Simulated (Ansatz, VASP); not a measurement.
# Two plane-wave programs on BaF2

POSCAR

```
BaF2
1.0
    0.0000000000      3.1000500000      3.1000500000
    3.1000500000      0.0000000000      3.1000500000
    3.1000500000      3.1000500000      0.0000000000
Ba F
1 2
Direct
    0.0000000000      0.0000000000      0.0000000000
    0.2500000000      0.2500000000      0.2500000000
    0.7500000000      0.7500000000      0.7500000000
```

The input INCAR.step1:

```
SYSTEM = BaF2
  PREC = Accurate
  ENCUT = 660
  ISMEAR = 0
  SIGMA = 0.02
  LREAL = .FALSE.
  LASPH = .TRUE.
  NELM = 120
  GGA = PE
  ALGO = Normal
  EDIFF = 1E-5
  LWAVE = .TRUE.
  LCHARG = .FALSE.
  GGA_COMPAT = .FALSE.
  IBRION = 2
  ISIF = 3
  EDIFFG = -0.005
  NELMIN = 4
  NSW = 100
```

The input INCAR.step2:

```
SYSTEM = BaF2
  PREC = Accurate
  ENCUT = 660
  EDIFF = 1E-7
  ISMEAR = 0
  SIGMA = 0.02
  LREAL = .FALSE.
  LASPH = .TRUE.
  NELM = 120
  ALGO = Normal
  ISIF = 3
  LWAVE = .FALSE.
  LCHARG = .FALSE.
  METAGGA = R2SCAN
  LMIXTAU = .TRUE.
  IBRION = 2
  NSW = 100
  EDIFFG = -0.005
  ISTART = 1
  GGA_COMPAT = .FALSE.
  NELMIN = 4
```

KPOINTS

```
regular mesh
0
G
  6 6 6
  0 0 0
```

Input for Ansatz:

```yaml
crystal:
  lattice:
    - [0.0, 3.10005, 3.10005]
    - [3.10005, 0.0, 3.10005]
    - [3.10005, 3.10005, 0.0]
  atoms:
    - { symbol: Ba, position: [0.0, 0.0, 0.0] }
    - { symbol: F, position: [0.25, 0.25, 0.25] }
    - { symbol: F, position: [0.75, 0.75, 0.75] }
basis:
  ecutwfc: 500
kpoints:
  mp_grid: { grid: [6, 6, 6] }
hamiltonian:
  xc: r2scan
scf:
  occupations: { method: gaussian, width: 0.02 }
output:
  forces: true
  stress: true
  eigenvalues: true
relax:
  adjacent_minimum: "off"
  f_tol: 0.005
  max_steps: 80
  cell: { stress_tol: 0.05 }
```

Alike in both runs: task relaxation of cell and atoms; functional r2SCAN; k mesh 6 × 6 × 6; occupations gaussian, width 0.02 eV; no spin polarisation.

|  | VASP | Ansatz |
| --- | --- | --- |
| version | VASP 6.6.1 | Ansatz 0.2.0 |
| potentials or method | VASP PAW PBE potentials, release 64 (Ba_sv, F), cutoff 660 eV | scalar-relativistic, plane waves, PAW |
| valence electrons in the cell | 24 | 24 |

|  | VASP | Ansatz | Ansatz less VASP |
| --- | --- | --- | --- |
| gap on the k mesh at the Fermi level, each at its own relaxed structure (eV) | 7.30 | 7.44 | +0.139 |
| relaxed volume (Å³/atom) | 20.09 | 19.81 | -0.280 |
| relaxed cell length with the largest relative difference (Å) | 4.401 | 4.380 | -0.0205 |

VASP's potentials were made for PBE, not for r2SCAN.

Neither program's run includes spin-orbit coupling.
